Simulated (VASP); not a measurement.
# Si3N4 (P6_3/m) in VASP: notebook, part 2 of 2

VASP 6.6.1.

## (4) Single point, PBE

This run uses another cell than the first one, of 10.84 Å³/atom, 1.040 times its volume.

Contents of INCAR:

```
  PREC = Accurate
  ENCUT = 520
  EDIFF = 1E-6
  ISMEAR = 0
  SIGMA = 0.01
  LREAL = False
  LASPH = True
  NELM = 80
  ALGO = Normal
  ISIF = 2
  LWAVE = False
  LCHARG = False
  GGA = PE
  NBANDS = 45
```

Contents of KPOINTS:

```
Automatic mesh
0
Gamma
  3 3 7
```

Contents of POSCAR:

```
Si3N4
1.0
    7.7752999873      0.0000000000      0.0000000000
   -3.8876499936      6.7336073110      0.0000000000
    0.0000000000      0.0000000000      2.8993000000
Si N
6 8
Direct
    0.7698411792      0.1767380182      0.2500000000
    0.5931031611      0.7698411792      0.7500000000
    0.8232619818      0.5931031611      0.2500000000
    0.2301588208      0.8232619818      0.7500000000
    0.4068968389      0.2301588208      0.2500000000
    0.1767380182      0.4068968389      0.7500000000
    0.0306659984      0.3303120349      0.2500000000
    0.7003539635      0.0306659984      0.7500000000
    0.6696879651      0.7003539635      0.2500000000
    0.9693340016      0.6696879651      0.7500000000
    0.2996460365      0.9693340016      0.2500000000
    0.3303120349      0.2996460365      0.7500000000
    0.6666666667      0.3333333333      0.2500000000
    0.3333333333      0.6666666667      0.7500000000
```

Potentials or basis: VASP PAW PBE potentials, release 64 (Si, N).

On the command line:

```
$ cat potpaw_PBE.64/Si/POTCAR potpaw_PBE.64/N/POTCAR > POTCAR
$ mpirun -np 1 vasp_std > vasp.out
```

OUTCAR:

```text
PREC = Accurate
   ENCUT = 520
   EDIFF = 1E-6
   ISMEAR = 0
   LREAL = False
   LASPH = True
   NELM = 80
   ISIF = 2
   GGA = PE

 ion  position               nearest neighbor table
   1  0.770  0.177  0.250-   8 1.75   8 1.75  13 1.76   7 1.77   3 3.05   5 3.05   6 3.11   6 3.11
                             2 3.11   2 3.11
   2  0.593  0.770  0.750-   9 1.75   9 1.75  14 1.76   8 1.77   4 3.05   6 3.05   3 3.11   3 3.11
                             1 3.11   1 3.11
   3  0.823  0.593  0.250-  10 1.75  10 1.75  13 1.76   9 1.77   1 3.05   5 3.05   2 3.11   2 3.11
                             4 3.11   4 3.11
   4  0.230  0.823  0.750-  11 1.75  11 1.75  14 1.76  10 1.77   6 3.05   2 3.05   3 3.11   3 3.11
                             5 3.11   5 3.11
   5  0.407  0.230  0.250-  12 1.75  12 1.75  13 1.76  11 1.77   1 3.05   3 3.05   6 3.11   6 3.11
                             4 3.11   4 3.11
   6  0.177  0.407  0.750-   7 1.75   7 1.75  14 1.76  12 1.77   4 3.05   2 3.05   5 3.11   5 3.11
                             1 3.11   1 3.11
   7  0.031  0.330  0.250-   6 1.75   6 1.75   1 1.77
   8  0.700  0.031  0.750-   1 1.75   1 1.75   2 1.77
[... 779 lines left out ...]
  FORCE on cell =-STRESS in cart. coord.  units (eV):
  Direction    XX          YY          ZZ          XY          YZ          ZX
  --------------------------------------------------------------------------------------
  -------------------------------------------------------------------------------------
  Total       -7.1747277     -7.1747277      1.6776441     -0.0000001      0.0000000      0.0000000
  in kB      -75.7282482    -75.7282482     17.7072990     -0.0000008      0.0000000      0.0000000
  external PRESSURE =     -44.5830658 kB  Pullay stress =       0.0000000 kB

 VOLUME and BASIS-vectors are now :
 -----------------------------------------------------------------------------
  energy-cutoff  :      520.00
  volume of cell :      151.80
      direct lattice vectors                 reciprocal lattice vectors
     7.775299987  0.000000000  0.000000000     0.128612401  0.074254404  0.000000000
    -3.887649994  6.733607311  0.000000000     0.000000000  0.148508809  0.000000000
     0.000000000  0.000000000  2.899300000     0.000000000  0.000000000  0.344910841

 POSITION                                       TOTAL-FORCE (eV/Angst)
 -----------------------------------------------------------------------------------
      5.29865      1.19008      0.72483         0.004369      0.001581     -0.000000
      1.61868      5.18381      2.17448         0.000815      0.004574     -0.000000
      4.09533      3.99372      0.72483        -0.003554      0.002993     -0.000000
     -1.41100      5.54352      2.17448        -0.004369     -0.001581     -0.000000
      2.26897      1.54980      0.72483        -0.000815     -0.004574      0.000000
     -0.20768      2.73988      2.17448         0.003554     -0.002993     -0.000000
     -1.04570      2.22419      0.72483        -0.001657     -0.002232     -0.000000
      5.32624      0.20649      2.17448         0.001104     -0.002551     -0.000000
      2.48429      4.71591      0.72483         0.002762     -0.000319     -0.000000
      4.93335      4.50942      2.17448         0.001657      0.002232      0.000000
     -1.43859      6.52711      0.72483        -0.001104      0.002551      0.000000
      1.40336      2.01770      2.17448        -0.002762      0.000319     -0.000000
      3.88765      2.24454      0.72483        -0.000000     -0.000000      0.000000
     -0.00000      4.48907      2.17448        -0.000000     -0.000000     -0.000000
 -----------------------------------------------------------------------------------
    total drift:                                0.000000     -0.000000      0.000000

  FREE ENERGIE OF THE ION-ELECTRON SYSTEM (eV)
  ---------------------------------------------------
  free  energy   TOTEN  =      -114.4324673537 eV

  energy  without entropy=     -114.4324673537  energy(sigma->0) =     -114.43246735
```

stdout:

```text
POSCAR found type information on POSCAR SiN
 POSCAR found :  2 types and      14 ions
 scaLAPACK will be used
 LDA part: xc-table for (Slater+PW92), standard interpolation
 POSCAR, INCAR and KPOINTS ok, starting setup
 FFT: planning ... GRIDC
 FFT: planning ... GRID_SOFT
 FFT: planning ... GRID
 WAVECAR not read
 entering main loop
```

Wall time 68 s (1 thread of Intel Xeon Platinum 8375C at 2.90GHz (Ice Lake), shared host); peak memory 0.29 GiB.

What came out:

```
Free energy            : -114.4325 eV
Pressure               : -4.5 GPa
Largest force          : 0.005 eV/Å
Band gap on the k mesh : 4.34 eV, indirect (least direct gap 4.52 eV)
```

Forces on the atoms (eV/Å):
```
Si   0.004  0.002  0.000
Si   0.001  0.005  0.000
Si  -0.004  0.003  0.000
Si  -0.004 -0.002  0.000
Si  -0.001 -0.005  0.000
Si   0.004 -0.003  0.000
N   -0.002 -0.002  0.000
N    0.001 -0.003  0.000
N    0.003  0.000  0.000
N    0.002  0.002  0.000
N   -0.001  0.003  0.000
N   -0.003  0.000  0.000
N    0.000  0.000  0.000
N    0.000  0.000  0.000
```

Stress tensor (GPa, compression positive):
```
-7.57  0.00  0.00
 0.00 -7.57  0.00
 0.00  0.00  1.77
```

Levels at points of the mesh, in eV from the valence-band top:
| k point | band 29 | band 30 | band 31 | band 32 | band 33 | band 34 | band 35 | band 36 |
| --- | --- | --- | --- | --- | --- | --- | --- | --- |
| (0.00, 0.00, 0.00) | -1.26 | -0.43 | -0.27 | -0.04 | 4.48 | 4.55 | 4.94 | 4.94 |

A k mesh can miss the band edges.

## (5) Single point, PBE

This run uses another cell than the first one, of 11.14 Å³/atom, 1.069 times its volume.

Contents of INCAR:

```
SYSTEM = Si3N4
  PREC = Accurate
  ENCUT = 520
  EDIFF = 1E-7
  ISMEAR = 0
  SIGMA = 0.01
  LREAL = .FALSE.
  LASPH = .TRUE.
  NELM = 60
  ALGO = Normal
  ISIF = 2
  LWAVE = .FALSE.
  LCHARG = .FALSE.
  GGA = PE
  NBANDS = 45
```

Contents of KPOINTS:

```
regular mesh
0
G
  3 3 7
  0 0 0
```

Contents of POSCAR:

```
Si3N4
1.0
    7.8607000049      0.0000000000      0.0000000000
   -3.9303500024      6.8075658958      0.0000000000
    0.0000000000      0.0000000000      2.9139000000
Si N
6 8
Direct
    0.7710114204      0.1779771550      0.2500000000
    0.5930342654      0.7710114204      0.7500000000
    0.8220228450      0.5930342654      0.2500000000
    0.2289885796      0.8220228450      0.7500000000
    0.4069657346      0.2289885796      0.2500000000
    0.1779771550      0.4069657346      0.7500000000
    0.0317298933      0.3305959694      0.2500000000
    0.7011339239      0.0317298933      0.7500000000
    0.6694040306      0.7011339239      0.2500000000
    0.9682701067      0.6694040306      0.7500000000
    0.2988660761      0.9682701067      0.2500000000
    0.3305959694      0.2988660761      0.7500000000
    0.6666666667      0.3333333333      0.2500000000
    0.3333333333      0.6666666667      0.7500000000
```

On the command line:

```
$ cat potpaw_PBE.64/Si/POTCAR potpaw_PBE.64/N/POTCAR > POTCAR
$ mpirun -np 1 vasp_std > vasp.out
```

It took 68 s on 1 thread of Intel Xeon Platinum 8375C at 2.90GHz (Ice Lake), shared host; peak memory 0.28 GiB.

Results (log left out):

| Quantity | Value |
| --- | --- |
| Free energy | -114.2096 eV |
| Pressure | -9.9 GPa |
| Largest force | 0.006 eV/Å |
| Band gap on the k mesh | 4.17 eV, indirect (least direct gap 4.18 eV) |

Forces in eV/Å, atoms in the order of the input:
```
Si   0.006  0.000  0.000
Si   0.003  0.005  0.000
Si  -0.003  0.005  0.000
Si  -0.006  0.000  0.000
Si  -0.003 -0.005  0.000
Si   0.003 -0.005  0.000
N   -0.001  0.000  0.000
N    0.000 -0.001  0.000
N    0.001 -0.001  0.000
N    0.001  0.000  0.000
N    0.000  0.001  0.000
N   -0.001  0.001  0.000
N    0.000  0.000  0.000
N    0.000  0.000  0.000
```

Stress tensor (GPa, compression positive):
```
-13.59   0.00   0.00
  0.00 -13.59   0.00
  0.00   0.00  -2.55
```

Levels at points of the mesh, in eV from the valence-band top:
| k point | band 28 | band 29 | band 30 | band 31 | band 32 | band 33 | band 34 | band 35 | band 36 | band 37 |
| --- | --- | --- | --- | --- | --- | --- | --- | --- | --- | --- |
| (0.00, 0.00, 0.00) | -1.23 | -1.23 | -0.45 | -0.22 | 0.00 | 4.18 | 4.53 | 4.84 | 4.84 | 4.86 |

A k mesh can miss the band edges. As with any semilocal functional, this PBE gap is likely too small.

## (6) Overview

| cell | gap on the mesh (eV) | pressure (GPa) |
| --- | --- | --- |
| a = 7.608, b = 7.608, c = 2.911 Å, angles 90.0, 90.0, 120.0°, 14 atoms | 4.30 | 4.5 |
| a = 7.664, b = 7.664, c = 2.926 Å, angles 90.0, 90.0, 120.0°, 14 atoms | 4.25 | -0.3 |
| a = 7.775, b = 7.775, c = 2.899 Å, angles 90.0, 90.0, 120.0°, 14 atoms | 4.34 | -4.5 |
| a = 7.861, b = 7.861, c = 2.914 Å, angles 90.0, 90.0, 120.0°, 14 atoms | 4.17 | -9.9 |

Alike in all rows: task single point; level PBE; potentials or basis VASP PAW PBE potentials, release 64 (Si, N); no spin polarisation; k mesh 3 × 3 × 7; cutoff (eV) 520; smearing gaussian 0.01 eV.

Absolute energies hang on the potentials; compare differences alone.
